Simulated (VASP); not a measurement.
# Sr (P6/mmm) in VASP: a series of runs

Runs on Sr. Level: PBEsol. Tasks: single point.

Program: VASP 6.6.1. These are calculated values, not measurements. Logs are shortened: lines on timing, memory, paths and dates and some standing lists are left out, and cuts for length are marked.

**1. The cell of the first run**

Symmetry: P6/mmm, No. 191, hexagonal system. Conventional cell: a = 6.448 Å, b = 6.448 Å, c = 3.846 Å, α = 90.00°, β = 90.00°, γ = 120.00°. Within 5.1 Å of Sr (site symmetry 6/mmm) lie 14 Sr at 3.85 to 4.19 Å. Within 4.9 Å of Sr (site symmetry -6m2) lie 11 Sr at 3.72 to 4.19 Å.

This isn't the form of Sr at room conditions, which is fcc.

**2. Single point, PBEsol (46.17 Å³/atom)**

INCAR

```
PREC = Accurate ; ENCUT = 520
EDIFF = 1E-7 ; ISMEAR = -1
SIGMA = 0.1 ; LREAL = False
LASPH = True ; NELM = 80
ALGO = Normal ; ISIF = 2
LWAVE = False ; LCHARG = True
GGA = PS ; LELF = True
LVHAR = True ; NBANDS = 22
```

KPOINTS

```
Automatic mesh
0
Gamma
  6 6 9
```

POSCAR

```
Sr
1.0
    6.4481709769      0.0000000000      0.0000000000
   -3.2240854885      5.5842798739      0.0000000000
    0.0000000000      0.0000000000      3.8464509826
Sr
3
Direct
    0.0000000000      1.0000000000      0.0000000000
    0.3333333333      0.6666666667      0.5000000000
    0.6666666667      0.3333333333      0.5000000000
```

Potentials or basis: VASP PAW PBE potentials, release 64 (Sr_sv).

Run with:

```console
$ cat potpaw_PBE.64/Sr_sv/POTCAR > POTCAR
$ mpirun -np 1 vasp_std > vasp.out
```

OUTCAR:

```text
PREC = Accurate
   ENCUT = 520
   EDIFF = 1E-7
   ISMEAR = -1
   LREAL = False
   LASPH = True
   NELM = 80
   ISIF = 2
   GGA = PS

 ion  position               nearest neighbor table
   1  0.000  0.000  0.000-   2 4.19   3 4.19   2 4.19   3 4.19   2 4.19   2 4.19   3 4.19   3 4.19
                             3 4.19   3 4.19   2 4.19   2 4.19
   2  0.333  0.667  0.500-   3 3.72   3 3.72   3 3.72   1 4.19   1 4.19   1 4.19   1 4.19   1 4.19
                             1 4.19
   3  0.667  0.333  0.500-   2 3.72   2 3.72   2 3.72   1 4.19   1 4.19   1 4.19   1 4.19   1 4.19
                             1 4.19

  LATTYP: Found a hexagonal cell.
 ALAT       =     6.4481709769
 C/A-ratio  =     0.5965181439

  Lattice vectors:

 A1 = (   6.4481709769,   0.0000000000,   0.0000000000)
 A2 = (  -3.2240854885,   5.5842798739,   0.0000000000)
 A3 = (   0.0000000000,   0.0000000000,   3.8464509826)

Analysis of symmetry for initial positions (statically):
=====================================================================
 Subroutine PRICEL returns:
 Original cell was already a primitive cell.

 Routine SETGRP: Setting up the symmetry group for a
 hexagonal supercell.

 Subroutine GETGRP returns: Found 24 space group operations
 (whereof 24 operations were pure point group operations)
 out of a pool of 24 trial point group operations.

The static configuration has the point symmetry D_6h.

Analysis of symmetry for dynamics (positions and initial velocities):
=====================================================================
 Subroutine PRICEL returns:
 Original cell was already a primitive cell.

 Routine SETGRP: Setting up the symmetry group for a
 hexagonal supercell.

 Subroutine GETGRP returns: Found 24 space group operations
 (whereof 24 operations were pure point group operations)
 out of a pool of 24 trial point group operations.

The dynamic configuration has the point symmetry D_6h.

 Subroutine INISYM returns: Found 24 space group operations
 (whereof 24 operations are pure point group operations),
 and found     1 'primitive' translations

----------------------------------------------------------------------------------------

                                     Primitive cell

  volume of cell :     138.5045

  direct lattice vectors                    reciprocal lattice vectors
     6.448170977  0.000000000  0.000000000     0.155082736  0.089537060  0.000000000
    -3.224085489  5.584279874  0.000000000     0.000000000  0.179074119  0.000000000
     0.000000000  0.000000000  3.846450983     0.000000000  0.000000000  0.259979915

  length of vectors
     6.448170977  6.448170977  3.846450983     0.179074119  0.179074119  0.259979915

  position of ions in fractional coordinates (direct lattice)
     0.000000000  0.000000000  0.000000000
     0.333333333  0.666666667  0.500000000
     0.666666667  0.333333333  0.500000000

  ion indices of the primitive-cell ions
   primitive index   ion index
                 1           1
                 2           2
                 3           3

----------------------------------------------------------------------------------------

 KPOINTS: Automatic mesh

Automatic generation of k-mesh.
 Grid dimensions read from file:
 generate k-points for:    6    6    9

 Generating k-lattice:

  Cartesian coordinates                     Fractional coordinates (reciprocal lattice)
     0.025847123  0.014922843  0.000000000     0.166666667  0.000000000  0.000000000
     0.000000000  0.029845687  0.000000000     0.000000000  0.166666667  0.000000000
     0.000000000  0.000000000  0.028886657     0.000000000  0.000000000  0.111111111

  Length of vectors
     0.029845687  0.029845687  0.028886657

  Shift w.r.t. Gamma in fractional coordinates (k-lattice)
     0.000000000  0.000000000  0.000000000

 Subroutine IBZKPT returns following result:
 ===========================================

 Found     35 irreducible k-points:

 Following reciprocal coordinates:
            Coordinates               Weight
  0.000000  0.000000  0.000000      1.000000
  0.166667  0.000000  0.000000      6.000000
  0.333333 -0.000000  0.000000      6.000000
  0.500000  0.000000  0.000000      3.000000
  0.166667  0.166667  0.000000      6.000000
  0.333333  0.166667  0.000000     12.000000
[... 16 lines left out ...]
  0.166667  0.000000  0.333333     12.000000
  0.333333 -0.000000  0.333333     12.000000
 [... further k-points ...]
   k-points           NKPTS =     35   k-points in BZ     NKDIM =     35   number of bands    NBANDS=     22
   number of dos      NEDOS =    301   number of ions     NIONS =      3
   total plane-waves  NPLWV =  69120
   dimension x,y,z NGX =    48 NGY =   48 NGZ =   30
   dimension x,y,z NGXF=    96 NGYF=   96 NGZF=   60
   ions per type =               3
   NGX,Y,Z   is equivalent  to a cutoff of  12.38, 12.38, 12.97 a.u.
   NGXF,Y,Z  is equivalent  to a cutoff of  24.75, 24.75, 25.93 a.u.
 SYSTEM =  unknown system
   PREC   = accura    normal or accurate (medium, high low for compatibility)
   ISTART =      0    job   : 0-new  1-cont  2-samecut
   ICHARG =      2    charge: 1-file 2-atom 10-const
   ISPIN  =      1    spin polarized calculation?
   LNONCOLLINEAR =      F non collinear calculations
   LSORBIT =      F    spin-orbit coupling
   LASPH  =      T    aspherical Exc in radial PAW
   ENCUT  =  520.0 eV  38.22 Ry    6.18 a.u.  11.99 11.99  7.15*2*pi/ulx,y,z
   NELM   =     80;   NELMIN=  2; NELMDL= -5     # of ELM steps
   EDIFF  = 0.1E-06   stopping-criterion for ELM
   LREAL  =      F    real-space projection
   EDIFFG = 0.1E-05   stopping-criterion for IOM
   NSW    =      0    number of steps for IOM
   IBRION =     -1    ionic relax: 0-MD 1-quasi-New 2-CG
   NFREE  =      0    steps in history (QN), initial steepest desc. (CG)
   ISIF   =      2    stress and relaxation
   ISYM   =      2    0-nonsym 1-usesym 2-fastsym
   POTIM  = 0.5000    time-step for ionic-motion
   TEBEG  =    0.0;   TEEND  =   0.0 temperature during run
   PSTRESS=    0.0 pullay stress
   NELECT =      30.0000    total number of electrons
   NUPDOWN=      -1.0000    fix difference up-down
   EMIN   =  10.00;   EMAX   =-10.00  energy-range for DOS
   EFERMI =   0.00;   METHOD = LEGACY
[... 9 lines left out ...]
   LORBIT       =      0    0 simple, 1 ext, 2 COOP (PROOUT), +10 PAW based schemes
   GGA     = PS    functional components
   LHFCALC =     F    Hartree Fock is set to
   AEXX    =    0.0000 exact exchange contribution
   IVDW    =     0    specifies the selected vdW correction
   LEPSILON=     F    determine dielectric tensor
   LRPA    =     F    only Hartree local field effects (RPA)
 non-spin polarized calculation
  energy-cutoff  :      520.00
  volume of cell :      138.50
 maximum number of plane-waves:      3746
 NGX is ok and might be reduce to    48
   NGX = 23   NGY = 23   NGZ = 15

 number of electron      30.0000000 magnetization

 Free energy of the ion-electron system (eV)
  ---------------------------------------------------
  ext. energy  EPLUGINS =         0.00000000
  ---------------------------------------------------
  free energy    TOTEN  =        -5.33465615 eV

  energy without entropy =       -5.19082112  energy(sigma->0) =       -5.26273863

 E-fermi :   2.0947     XC(G=0):  -7.9926

 val. band max:        2.0881350238   @ k =   0.0000   0.0000   0.1111
 cond. band min:       2.0953098680   @ k =   0.1667   0.0000   0.3333
 fundamental gap:      0.0071748441
 Fermi energy:         2.0947408100

 k-point     1 :       0.0000    0.0000    0.0000
  band No.  band energies     occupation
      1     -34.1259      2.00000
      2     -34.0817      2.00000
      3     -34.0190      2.00000
      4     -16.2956      2.00000
      5     -16.2956      2.00000
      6     -16.1306      2.00000
[... 14 lines left out ...]
     21       5.0350      0.00000
     22       5.0350      0.00000

 k-point     2 :       0.1667    0.0000    0.0000
  band No.  band energies     occupation
      1     -34.1231      2.00000
      2     -34.0842      2.00000
      3     -34.0193      2.00000
      4     -16.3147      2.00000
      5     -16.2954      2.00000
      6     -16.1043      2.00000
[... 14 lines left out ...]
     21       4.7187      0.00000
     22       5.1959      0.00000

 k-point     3 :       0.3333   -0.0000    0.0000
  band No.  band energies     occupation
      1     -34.1159      2.00000
      2     -34.0908      2.00000
      3     -34.0200      2.00000
      4     -16.3439      2.00000
      5     -16.2709      2.00000
      6     -16.0802      2.00000
[... 14 lines left out ...]
     21       4.0986      0.00000
     22       5.0917      0.00000

 k-point     4 :       0.5000    0.0000    0.0000
  band No.  band energies     occupation
      1     -34.1101      2.00000
      2     -34.0962      2.00000
      3     -34.0204      2.00000
      4     -16.3559      2.00000
      5     -16.2345      2.00000
      6     -16.1298      2.00000
[... 14 lines left out ...]
     21       3.9816      0.00000
     22       5.0025      0.00000

 k-point     5 :       0.1667    0.1667    0.0000
  band No.  band energies     occupation
      1     -34.1180      2.00000
      2     -34.0888      2.00000
      3     -34.0199      2.00000
      4     -16.3296      2.00000
      5     -16.2893      2.00000
      6     -16.0783      2.00000
[... 14 lines left out ...]
     21       4.2402      0.00000
     22       5.2601      0.00000

 k-point     6 :       0.3333    0.1667    0.0000
  band No.  band energies     occupation
      1     -34.1103      2.00000
      2     -34.0960      2.00000
      3     -34.0204      2.00000
      4     -16.3413      2.00000
      5     -16.2522      2.00000
      6     -16.1358      2.00000
[... 14 lines left out ...]
     21       3.9516      0.00000
     22       5.1235      0.00000

 k-point     7 :       0.3333    0.3333    0.0000
  band No.  band energies     occupation
      1     -34.1030      2.00000
      2     -34.1030      2.00000
      3     -34.0207      2.00000
      4     -16.3307      2.00000
      5     -16.2108      2.00000
      6     -16.2108      2.00000
[... 324 lines left out ...]
      6     -16.1406      2.00000
[... 14 lines left out ...]
     21       4.1680      0.00000
     22       4.4533      0.00000

 k-point    21 :       0.3333    0.3333    0.2222
  band No.  band energies     occupation
      1     -34.0954      2.00000
      2     -34.0954      2.00000
      3     -34.0128      2.00000
      4     -16.3270      2.00000
      5     -16.1867      2.00000
      6     -16.1867      2.00000
[... 14 lines left out ...]
     21       3.9669      0.00000
     22       4.7403      0.00000

 k-point    22 :       0.0000    0.0000    0.3333
  band No.  band energies     occupation
      1     -34.1104      2.00000
      2     -34.0681      2.00000
      3     -34.0059      2.00000
      4     -16.2673      2.00000
      5     -16.2673      2.00000
      6     -16.2304      2.00000
[... 14 lines left out ...]
     21       4.6268      0.00000
     22       4.6269      0.00000

 k-point    23 :       0.1667    0.0000    0.3333
  band No.  band energies     occupation
      1     -34.1079      2.00000
      2     -34.0706      2.00000
      3     -34.0060      2.00000
      4     -16.2765      2.00000
      5     -16.2623      2.00000
      6     -16.2292      2.00000
[... 14 lines left out ...]
     21       4.5087      0.00000
     22       4.5666      0.00000

 k-point    24 :       0.3333   -0.0000    0.3333
  band No.  band energies     occupation
      1     -34.1013      2.00000
      2     -34.0770      2.00000
      3     -34.0062      2.00000
      4     -16.2927      2.00000
      5     -16.2629      2.00000
      6     -16.2235      2.00000
[... 14 lines left out ...]
     21       4.3564      0.00000
     22       4.4734      0.00000

 [... further k-points ...]

------------------------ aborting loop because EDIFF is reached ----------------------------------------

  FORCE on cell =-STRESS in cart. coord.  units (eV):
  Direction    XX          YY          ZZ          XY          YZ          ZX
  --------------------------------------------------------------------------------------
  -------------------------------------------------------------------------------------
  Total        1.6625020      1.6625020      1.3645088     -0.0000000     -0.0000000      0.0000000
  in kB       19.2313086     19.2313086     15.7842153     -0.0000000     -0.0000000      0.0000000
  external PRESSURE =      18.0822775 kB  Pullay stress =       0.0000000 kB

 VOLUME and BASIS-vectors are now :
 -----------------------------------------------------------------------------
  energy-cutoff  :      520.00
  volume of cell :      138.50
      direct lattice vectors                 reciprocal lattice vectors
     6.448170977  0.000000000  0.000000000     0.155082736  0.089537060  0.000000000
    -3.224085489  5.584279874  0.000000000     0.000000000  0.179074119  0.000000000
     0.000000000  0.000000000  3.846450983     0.000000000  0.000000000  0.259979915

 POSITION                                       TOTAL-FORCE (eV/Angst)
 -----------------------------------------------------------------------------------
      0.00000      0.00000      0.00000         0.000000      0.000000      0.000000
     -0.00000      3.72285      1.92323        -0.000000      0.000000     -0.000000
      3.22409      1.86143      1.92323         0.000000     -0.000000      0.000000
 -----------------------------------------------------------------------------------
    total drift:                               -0.000000      0.000000     -0.000000

  FREE ENERGIE OF THE ION-ELECTRON SYSTEM (eV)
  ---------------------------------------------------
  free  energy   TOTEN  =        -5.3346561454 eV

  energy  without entropy=       -5.1908211150  energy(sigma->0) =       -5.26273863
```

Run time: 3.4 min. Hardware: 1 thread of Intel Xeon 8259CL, shared host; peak memory 0.28 GiB.

Results:

| Property | Result |
| --- | --- |
| Free energy | -5.3347 eV |
| Pressure | 1.8 GPa |
| Band gap on the k mesh | zero (bands 15 and 16 overlap by 0.40 eV) |

Caveat: the PAW data sets were made with another functional, which shifts forces and pressure a little.

**3. Single point, PBEsol (48.27 Å³/atom)**

This run uses another cell than the first one, of 48.27 Å³/atom.

INCAR

```
PREC     = Accurate       # precision mode
ENCUT    = 520            # plane-wave cutoff, eV
EDIFF    = 1E-7           # SCF threshold, eV
ISMEAR   = -1             # smearing method
SIGMA    = 0.1            # smearing width, eV
LREAL    = F              # projectors in reciprocal space
LASPH    = T              # aspherical terms in the spheres
NELM     = 80             # most SCF steps
ALGO     = Normal         # electronic algorithm
ISIF     = 2              # what is computed and relaxed
LWAVE    = F              # write WAVECAR
LCHARG   = F              # write CHGCAR
GGA      = PS             # functional
NBANDS   = 22             # bands
```

KPOINTS is that of step 2.

POSCAR

```
Sr
1.0
    6.5444265257      0.0000000000      0.0000000000
   -3.2722132629      5.6676396245      0.0000000000
    0.0000000000      0.0000000000      3.9038691639
Sr
3
Direct
    0.0000000000      1.0000000000      0.0000000000
    0.3333333333      0.6666666667      0.5000000000
    0.6666666667      0.3333333333      0.5000000000
```

Potentials or basis: VASP PAW PBE potentials, release 64 (Sr_sv).

Run with:

```console
$ cat potpaw_PBE.64/Sr_sv/POTCAR > POTCAR
$ mpirun -np 1 vasp_std > vasp.out
```

Wall time 3.9 min (1 thread of Intel Xeon 8259CL, shared host); peak memory 0.3 GiB.

Results (log left out):

```
Free energy            : -5.3915 eV
Pressure               : 1.1 GPa
Band gap on the k mesh : zero (bands 15 and 16 overlap by 0.32 eV)
```

Stress tensor (GPa, compression positive):
```
1.17 0.00 0.00
0.00 1.17 0.00
0.00 0.00 0.94
```

Levels at points of the mesh, in eV from the Fermi level:
| k point | band 12 | band 13 | band 14 | band 15 | band 16 | band 17 | band 18 | band 19 |
| --- | --- | --- | --- | --- | --- | --- | --- | --- |
| (0.00, 0.00, 0.00) | -18.13 | -3.83 | -0.17 | 0.24 | 0.24 | 0.30 | 0.30 | 0.65 |
| (0.50, 0.00, 0.00) | -18.14 | -2.42 | -2.36 | -1.11 | 0.41 | 1.07 | 1.28 | 1.28 |

Caveat: the PAW data sets were made with another functional, which shifts forces and pressure a little.

**4. Single point, PBEsol (50.37 Å³/atom)**

This run uses another cell than the first one, of 50.37 Å³/atom.

INCAR

```
SYSTEM = Sr
  PREC = Accurate
  ENCUT = 520
  EDIFF = 1E-7
  ISMEAR = -1
  SIGMA = 0.1
  LREAL = .False.
  LASPH = .True.
  NELM = 100
  ALGO = Normal
  ISIF = 2
  LWAVE = .False.
  LCHARG = .False.
  GGA = PS
  NBANDS = 22
```

KPOINTS

```
Automatic mesh
0
Gamma
  6 6 9
  0 0 0
```

POSCAR

```
Sr
1.0
    6.6379309662      0.0000000000      0.0000000000
   -3.3189654831      5.7486168453      0.0000000000
    0.0000000000      0.0000000000      3.9596462592
Sr
3
Direct
    0.0000000000      1.0000000000      0.0000000000
    0.3333333333      0.6666666667      0.5000000000
    0.6666666667      0.3333333333      0.5000000000
```

Run with:

```console
$ cat potpaw_PBE.64/Sr_sv/POTCAR > POTCAR
$ mpirun -np 1 vasp_std > vasp.out
```

It took 3.6 min on 1 thread of Intel Xeon 8259CL, shared host; peak memory 0.3 GiB.

Results (log left out):

| Quantity | Value |
| --- | --- |
| Free energy | -5.4229 eV |
| Pressure | 0.5 GPa |
| Band gap on the k mesh | zero (bands 15 and 16 overlap by 0.25 eV) |

Stress tensor (GPa, compression positive):
```
0.55 0.00 0.00
0.00 0.55 0.00
0.00 0.00 0.42
```

Levels at points of the mesh, in eV from the Fermi level:
```tsv
k point	band 13	band 14	band 15	band 16	band 17	band 18
(0.00, 0.00, 0.00)	-3.77	-0.15	0.21	0.21	0.27	0.27
(0.50, 0.00, 0.00)	-2.41	-2.36	-1.09	0.33	1.06	1.27
```

Caveat: the PAW data sets were made with another functional, which shifts forces and pressure a little.

**5. Single point, PBEsol**

This run uses another cell than the first one, of 52.46 Å³/atom.

INCAR

```
  ALGO = Normal
  EDIFF = 1E-6
  ENCUT = 520
  GGA = PS
  ISIF = 2
  ISMEAR = -1
  LASPH = True
  LCHARG = False
  LREAL = False
  LWAVE = False
  NBANDS = 22
  NELM = 80
  PREC = Accurate
  SIGMA = 0.1
```

KPOINTS

```
k-points
0
Gamma
  6 6 8
```

POSCAR

```
Sr
1.0
    6.7288728282      0.0000000000      0.0000000000
   -3.3644364141      5.8273748080      0.0000000000
    0.0000000000      0.0000000000      4.0138947299
Sr
3
Direct
    0.0000000000      1.0000000000      0.0000000000
    0.3333333333      0.6666666667      0.5000000000
    0.6666666667      0.3333333333      0.5000000000
```

Run with:

```console
$ cat potpaw_PBE.64/Sr_sv/POTCAR > POTCAR
$ mpirun -np 1 vasp_std > vasp.out
```

It took 2.6 min on 1 thread of Intel Xeon 8259CL, shared host; peak memory 0.3 GiB.

The run converged. Its results:

```yaml
Free_energy: -5.4324 eV
Pressure: 0.0 GPa
Band_gap_on_the_k_mesh: zero (bands 15 and 16 overlap by 0.19 eV)
```

Levels at points of the mesh, in eV from the Fermi level:
```tsv
k point	band 12	band 13	band 14	band 15	band 16	band 17	band 18	band 19
(0.00, 0.00, 0.00)	-18.31	-3.71	-0.12	0.20	0.20	0.24	0.24	0.54
(0.50, 0.00, 0.00)	-18.32	-2.39	-2.36	-1.06	0.26	1.06	1.26	1.27
(0.00, 0.00, 0.50)	-18.36	-1.38	-0.91	0.00	0.00	0.19	0.19	1.78
(0.50, 0.00, 0.50)	-18.35	-0.82	-0.79	0.04	0.04	0.13	0.48	0.95
```

Caveat: the PAW data sets were made with another functional, which shifts forces and pressure a little.

**6. The runs side by side**

```csv
cell,k mesh,gap on the mesh (eV),pressure (GPa)
"a = 6.448, b = 6.448, c = 3.846 Å, angles 90.0, 90.0, 120.0°, 3 atoms",6 × 6 × 9,none,1.8
"a = 6.544, b = 6.544, c = 3.904 Å, angles 90.0, 90.0, 120.0°, 3 atoms",6 × 6 × 9,none,1.1
"a = 6.638, b = 6.638, c = 3.960 Å, angles 90.0, 90.0, 120.0°, 3 atoms",6 × 6 × 9,none,0.5
"a = 6.729, b = 6.729, c = 4.014 Å, angles 90.0, 90.0, 120.0°, 3 atoms",6 × 6 × 8,none,0.0
```

Alike in all rows: task single point; level PBEsol; potentials or basis VASP PAW PBE potentials, release 64 (Sr_sv); no spin polarisation; cutoff (eV) 520; smearing fermi-dirac 0.1 eV.

Caveats: the PAW data sets were made with another functional, which shifts forces and pressure a little.

Absolute energies hang on the potentials; compare differences alone.

The gap in the log of VASP goes by the Fermi energy; the results here count the filled bands.